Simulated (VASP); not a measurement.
# Al3GaN4 in VASP: a series of runs

The runs below take Al3GaN4 through single point, with PBEsol.

Program: VASP 6.6.1. These are calculated values, not measurements. Logs are shortened: lines on timing, memory, paths and dates and some standing lists are left out, and cuts for length are marked.

### Step 1. The cell of the first run

The structure is cubic, space group P-43m (No. 215). Conventional cell: a = 4.559 Å, b = 4.559 Å, c = 4.559 Å, α = 90.00°, β = 90.00°, γ = 90.00°. Within 2.6 Å of Al (site symmetry -42m) lie 4 N at 1.96 Å. Within 2.7 Å of Ga (site symmetry -43m) lie 4 N at 2.02 Å. Within 2.6 Å of N (site symmetry 3m) lie 3 Al at 1.96 Å and 1 Ga at 2.02 Å.

### Step 2. Single point, PBEsol (11.84 Å³/atom)

Contents of INCAR:

```
PREC     = Accurate       # precision mode
ENCUT    = 520            # plane-wave cutoff, eV
EDIFF    = 1E-6           # SCF threshold, eV
ISMEAR   = 0              # smearing method
SIGMA    = 0.05           # smearing width, eV
LREAL    = F              # projectors in reciprocal space
LASPH    = T              # aspherical terms in the spheres
NELM     = 60             # most SCF steps
ALGO     = Normal         # electronic algorithm
ISIF     = 2              # what is computed and relaxed
LWAVE    = F              # write WAVECAR
LCHARG   = F              # write CHGCAR
GGA      = PS             # functional
NBANDS   = 31             # bands
```

Contents of KPOINTS:

```
regular mesh
0
Gamma
  6 6 6
```

Contents of POSCAR:

```
Al3GaN4
1.0
    4.5585437024      0.0000000000      0.0000000000
    0.0000000000      4.5585437024      0.0000000000
    0.0000000000      0.0000000000      4.5585437024
Al Ga N
3 1 4
Direct
    0.5000000000      0.5000000000      0.0000000000
    0.5000000000      0.0000000000      0.5000000000
    0.0000000000      0.5000000000      0.5000000000
    0.0000000000      0.0000000000      0.0000000000
    0.7447140287      0.7447140287      0.2552859713
    0.7447140287      0.2552859713      0.7447140287
    0.2552859713      0.7447140287      0.7447140287
    0.2552859713      0.2552859713      0.2552859713
```

Potentials or basis: VASP PAW PBE potentials, release 64 (Al, Ga_d, N).

Started as:

```console
$ cat potpaw_PBE.64/Al/POTCAR potpaw_PBE.64/Ga_d/POTCAR potpaw_PBE.64/N/POTCAR > POTCAR
$ mpirun -np 1 vasp_std > vasp.out
```

OUTCAR:

```text
PREC = Accurate
   ENCUT = 520
   EDIFF = 1E-6
   ISMEAR = 0
   LREAL = F
   LASPH = T
   NELM = 60
   ISIF = 2
   GGA = PS

 ion  position               nearest neighbor table
   1  0.500  0.500  0.000-   5 1.96   6 1.96   7 1.96   8 1.96   2 3.22   3 3.22   2 3.22   3 3.22
                             2 3.22   2 3.22   3 3.22   3 3.22
   2  0.500  0.000  0.500-   5 1.96   6 1.96   7 1.96   8 1.96   1 3.22   3 3.22   1 3.22   1 3.22
                             3 3.22   1 3.22   3 3.22   3 3.22
   3  0.000  0.500  0.500-   5 1.96   6 1.96   7 1.96   8 1.96   1 3.22   2 3.22   1 3.22   2 3.22
                             1 3.22   2 3.22   1 3.22   2 3.22
   4  0.000  0.000  0.000-   5 2.02   6 2.02   7 2.02   8 2.02
   5  0.745  0.745  0.255-   1 1.96   2 1.96   3 1.96   4 2.02
   6  0.745  0.255  0.745-   1 1.96   2 1.96   3 1.96   4 2.02
   7  0.255  0.745  0.745-   1 1.96   2 1.96   3 1.96   4 2.02
   8  0.255  0.255  0.255-   1 1.96   2 1.96   3 1.96   4 2.02

  LATTYP: Found a simple cubic cell.
 ALAT       =     4.5585437024

  Lattice vectors:

 A1 = (   4.5585437024,   0.0000000000,   0.0000000000)
 A2 = (   0.0000000000,   4.5585437024,   0.0000000000)
 A3 = (   0.0000000000,   0.0000000000,   4.5585437024)

Analysis of symmetry for initial positions (statically):
=====================================================================
 Subroutine PRICEL returns:
 Original cell was already a primitive cell.

 Routine SETGRP: Setting up the symmetry group for a
 simple cubic supercell.

 Subroutine GETGRP returns: Found 24 space group operations
 (whereof 24 operations were pure point group operations)
 out of a pool of 48 trial point group operations.

The static configuration has the point symmetry T_d .

Analysis of symmetry for dynamics (positions and initial velocities):
=====================================================================
 Subroutine PRICEL returns:
 Original cell was already a primitive cell.

 Routine SETGRP: Setting up the symmetry group for a
 simple cubic supercell.

 Subroutine GETGRP returns: Found 24 space group operations
 (whereof 24 operations were pure point group operations)
 out of a pool of 48 trial point group operations.

The dynamic configuration has the point symmetry T_d .

 Subroutine INISYM returns: Found 24 space group operations
 (whereof 24 operations are pure point group operations),
 and found     1 'primitive' translations

----------------------------------------------------------------------------------------

                                     Primitive cell

  volume of cell :      94.7280

  direct lattice vectors                    reciprocal lattice vectors
     4.558543702  0.000000000  0.000000000     0.219368304  0.000000000  0.000000000
     0.000000000  4.558543702  0.000000000     0.000000000  0.219368304  0.000000000
     0.000000000  0.000000000  4.558543702     0.000000000  0.000000000  0.219368304

  length of vectors
     4.558543702  4.558543702  4.558543702     0.219368304  0.219368304  0.219368304

  position of ions in fractional coordinates (direct lattice)
     0.500000000  0.500000000  0.000000000
     0.500000000  0.000000000  0.500000000
     0.000000000  0.500000000  0.500000000
     0.000000000  0.000000000  0.000000000
     0.744714029  0.744714029  0.255285971
     0.744714029  0.255285971  0.744714029
     0.255285971  0.744714029  0.744714029
     0.255285971  0.255285971  0.255285971

  ion indices of the primitive-cell ions
   primitive index   ion index
                 1           1
                 2           2
                 3           3
                 4           4
                 5           5
                 6           6
                 7           7
                 8           8

----------------------------------------------------------------------------------------

 KPOINTS: regular mesh

Automatic generation of k-mesh.
 Grid dimensions read from file:
 generate k-points for:    6    6    6

 Generating k-lattice:

  Cartesian coordinates                     Fractional coordinates (reciprocal lattice)
     0.036561384  0.000000000  0.000000000     0.166666667  0.000000000  0.000000000
     0.000000000  0.036561384  0.000000000     0.000000000  0.166666667  0.000000000
     0.000000000  0.000000000  0.036561384     0.000000000  0.000000000  0.166666667

  Length of vectors
     0.036561384  0.036561384  0.036561384

  Shift w.r.t. Gamma in fractional coordinates (k-lattice)
     0.000000000  0.000000000  0.000000000

 Subroutine IBZKPT returns following result:
 ===========================================

 Found     20 irreducible k-points:

 Following reciprocal coordinates:
            Coordinates               Weight
  0.000000  0.000000  0.000000      1.000000
  0.166667  0.000000  0.000000      6.000000
  0.333333  0.000000  0.000000      6.000000
  0.500000  0.000000  0.000000      3.000000
  0.166667  0.166667  0.000000     12.000000
  0.333333  0.166667  0.000000     24.000000
[... 12 lines left out ...]
  0.500000  0.500000  0.333333      6.000000
  0.500000  0.500000  0.500000      1.000000
   k-points           NKPTS =     20   k-points in BZ     NKDIM =     20   number of bands    NBANDS=     31
   number of dos      NEDOS =    301   number of ions     NIONS =      8
   total plane-waves  NPLWV =  46656
   dimension x,y,z NGX =    36 NGY =   36 NGZ =   36
   dimension x,y,z NGXF=    72 NGYF=   72 NGZF=   72
   ions per type =               3   1   4
   NGX,Y,Z   is equivalent  to a cutoff of  13.13, 13.13, 13.13 a.u.
   NGXF,Y,Z  is equivalent  to a cutoff of  26.26, 26.26, 26.26 a.u.
 SYSTEM =  unknown system
   PREC   = accura    normal or accurate (medium, high low for compatibility)
   ISTART =      0    job   : 0-new  1-cont  2-samecut
   ICHARG =      2    charge: 1-file 2-atom 10-const
   ISPIN  =      1    spin polarized calculation?
   LNONCOLLINEAR =      F non collinear calculations
   LSORBIT =      F    spin-orbit coupling
   LASPH  =      T    aspherical Exc in radial PAW
   ENCUT  =  520.0 eV  38.22 Ry    6.18 a.u.   8.48  8.48  8.48*2*pi/ulx,y,z
   NELM   =     60;   NELMIN=  2; NELMDL= -5     # of ELM steps
   EDIFF  = 0.1E-05   stopping-criterion for ELM
   LREAL  =      F    real-space projection
   EDIFFG = 0.1E-04   stopping-criterion for IOM
   NSW    =      0    number of steps for IOM
   IBRION =     -1    ionic relax: 0-MD 1-quasi-New 2-CG
   NFREE  =      0    steps in history (QN), initial steepest desc. (CG)
   ISIF   =      2    stress and relaxation
   ISYM   =      2    0-nonsym 1-usesym 2-fastsym
   POTIM  = 0.5000    time-step for ionic-motion
   TEBEG  =    0.0;   TEEND  =   0.0 temperature during run
   PSTRESS=    0.0 pullay stress
   NELECT =      42.0000    total number of electrons
   NUPDOWN=      -1.0000    fix difference up-down
   EMIN   =  10.00;   EMAX   =-10.00  energy-range for DOS
   EFERMI =   0.00;   METHOD = LEGACY
   ISMEAR =     0;   SIGMA  =   0.05  broadening in eV -4-tet -1-fermi 0-gaus
   EFERMI_NEDOS =   21; number of points for ismear=-14 and -15
   IALGO  =     38    algorithm
   IMIX   =      4    mixing-type and parameters
     AMIX     =   0.40;   BMIX     =  1.00
     AMIX_MAG =   1.60;   BMIX_MAG =  1.00
  volume/ion in A,a.u.               =      11.84        79.91
  Fermi-wavevector in a.u.,A,eV,Ry     =   1.248337  2.359015 21.202571  1.558345
  Thomas-Fermi vector in A             =   2.382428
   LORBIT       =      0    0 simple, 1 ext, 2 COOP (PROOUT), +10 PAW based schemes
   GGA     = PS    functional components
   LHFCALC =     F    Hartree Fock is set to
   AEXX    =    0.0000 exact exchange contribution
   IVDW    =     0    specifies the selected vdW correction
   LEPSILON=     F    determine dielectric tensor
   LRPA    =     F    only Hartree local field effects (RPA)
 non-spin polarized calculation
 Gauss-broadening in eV      SIGMA  =   0.05
  energy-cutoff  :      520.00
  volume of cell :       94.73
 maximum number of plane-waves:      2572
 NGX is ok and might be reduce to    36
   NGX = 17   NGY = 17   NGZ = 17

 number of electron      42.0000010 magnetization

 Free energy of the ion-electron system (eV)
  ---------------------------------------------------
  ext. energy  EPLUGINS =         0.00000000
  ---------------------------------------------------
  free energy    TOTEN  =       -59.44537902 eV

  energy without entropy =      -59.44537902  energy(sigma->0) =      -59.44537902

 E-fermi :   4.9428     XC(G=0): -10.8666

 val. band max:        4.6811526696   @ k =   0.0000   0.0000   0.0000
 cond. band min:       7.3206923514   @ k =   0.0000   0.0000   0.0000
 fundamental gap:      2.6395396818
 Fermi energy:         4.9428269632

 k-point     1 :       0.0000    0.0000    0.0000
  band No.  band energies     occupation
      1      -9.8517      2.00000
      2      -8.5835      2.00000
      3      -8.5835      2.00000
      4      -8.5835      2.00000
      5      -8.0369      2.00000
      6      -8.0369      2.00000
[... 23 lines left out ...]
     30      15.6369      0.00000
     31      15.6369      0.00000

 k-point     2 :       0.1667    0.0000    0.0000
  band No.  band energies     occupation
      1      -9.7421      2.00000
      2      -8.6054      2.00000
      3      -8.5894      2.00000
      4      -8.5894      2.00000
      5      -8.0361      2.00000
      6      -8.0337      2.00000
[... 23 lines left out ...]
     30      15.8126      0.00000
     31      15.8126      0.00000

 k-point     3 :       0.3333    0.0000    0.0000
  band No.  band energies     occupation
      1      -9.4434      2.00000
      2      -8.7035      2.00000
      3      -8.6009      2.00000
      4      -8.6009      2.00000
      5      -8.0345      2.00000
      6      -8.0242      2.00000
[... 23 lines left out ...]
     30      15.5737      0.00000
     31      16.1084      0.00000

 k-point     4 :       0.5000    0.0000    0.0000
  band No.  band energies     occupation
      1      -9.1524      2.00000
      2      -8.8821      2.00000
      3      -8.6066      2.00000
      4      -8.6066      2.00000
      5      -8.0337      2.00000
      6      -8.0125      2.00000
[... 23 lines left out ...]
     30      15.2057      0.00000
     31      15.2122      0.00000

 k-point     5 :       0.1667    0.1667    0.0000
  band No.  band energies     occupation
      1      -9.6383      2.00000
      2      -8.6328      2.00000
      3      -8.6042      2.00000
      4      -8.5730      2.00000
      5      -8.0340      2.00000
      6      -8.0318      2.00000
[... 23 lines left out ...]
     30      15.7435      0.00000
     31      15.8502      0.00000
[... 406 lines left out ...]
     30      15.1017      0.00000
     31      15.1495      0.00000

 k-point    18 :       0.5000    0.3333    0.3333
  band No.  band energies     occupation
      1      -8.9019      2.00000
      2      -8.8154      2.00000
      3      -8.7642      2.00000
      4      -8.2398      2.00000
      5      -8.0190      2.00000
      6      -8.0140      2.00000
[... 23 lines left out ...]
     30      14.8547      0.00000
     31      15.1478      0.00000

 k-point    19 :       0.5000    0.5000    0.3333
  band No.  band energies     occupation
      1      -8.8378      2.00000
      2      -8.8165      2.00000
      3      -8.8165      2.00000
      4      -8.1860      2.00000
      5      -8.0153      2.00000
      6      -8.0138      2.00000
[... 23 lines left out ...]
     30      14.9152      0.00000
     31      14.9261      0.00000

 k-point    20 :       0.5000    0.5000    0.5000
  band No.  band energies     occupation
      1      -8.8215      2.00000
      2      -8.8215      2.00000
      3      -8.8215      2.00000
      4      -8.1689      2.00000
      5      -8.0137      2.00000
      6      -8.0137      2.00000
[... 23 lines left out ...]
     30      14.7473      0.00000
     31      14.7827      0.00000

------------------------ aborting loop because EDIFF is reached ----------------------------------------

  FORCE on cell =-STRESS in cart. coord.  units (eV):
  Direction    XX          YY          ZZ          XY          YZ          ZX
  --------------------------------------------------------------------------------------
  -------------------------------------------------------------------------------------
  Total       -9.7080052     -9.7080052     -9.7080052     -0.0000000      0.0000000      0.0000000
  in kB     -164.1958639   -164.1958639   -164.1958639     -0.0000000      0.0000000      0.0000000
  external PRESSURE =    -164.1958639 kB  Pullay stress =       0.0000000 kB

 VOLUME and BASIS-vectors are now :
 -----------------------------------------------------------------------------
  energy-cutoff  :      520.00
  volume of cell :       94.73
      direct lattice vectors                 reciprocal lattice vectors
     4.558543702  0.000000000  0.000000000     0.219368304  0.000000000  0.000000000
     0.000000000  4.558543702  0.000000000     0.000000000  0.219368304  0.000000000
     0.000000000  0.000000000  4.558543702     0.000000000  0.000000000  0.219368304

 POSITION                                       TOTAL-FORCE (eV/Angst)
 -----------------------------------------------------------------------------------
      2.27927      2.27927      0.00000        -0.000000      0.000000      0.000000
      2.27927      0.00000      2.27927        -0.000000      0.000000      0.000000
      0.00000      2.27927      2.27927        -0.000000      0.000000      0.000000
      0.00000      0.00000      0.00000        -0.000000      0.000000      0.000000
      3.39481      3.39481      1.16373        -0.001703     -0.001703      0.001703
      3.39481      1.16373      3.39481        -0.001703      0.001703     -0.001703
      1.16373      3.39481      3.39481         0.001703     -0.001703     -0.001703
      1.16373      1.16373      1.16373         0.001703      0.001703      0.001703
 -----------------------------------------------------------------------------------
    total drift:                                0.000000      0.000000      0.000000

  FREE ENERGIE OF THE ION-ELECTRON SYSTEM (eV)
  ---------------------------------------------------
  free  energy   TOTEN  =       -59.4453790170 eV

  energy  without entropy=      -59.4453790170  energy(sigma->0) =      -59.44537902
```

It took 2 min on 1 thread of AMD EPYC 7R13, shared host; peak memory 0.2 GiB.

What came out:

```yaml
Free_energy: -59.4454 eV
Pressure: -16.4 GPa
Band_gap_on_the_k_mesh: 2.64 eV
```

Forces on the atoms (eV/Å):
```
Al   0.000  0.000  0.000
Al   0.000  0.000  0.000
Al   0.000  0.000  0.000
Ga   0.000  0.000  0.000
N   -0.002 -0.002  0.002
N   -0.002  0.002 -0.002
N    0.002 -0.002 -0.002
N    0.002  0.002  0.002
```

Caveat: the cell stands under tension; the PAW data sets were made with another functional, which shifts forces and pressure a little.

(Continued in part 2 of 2.)
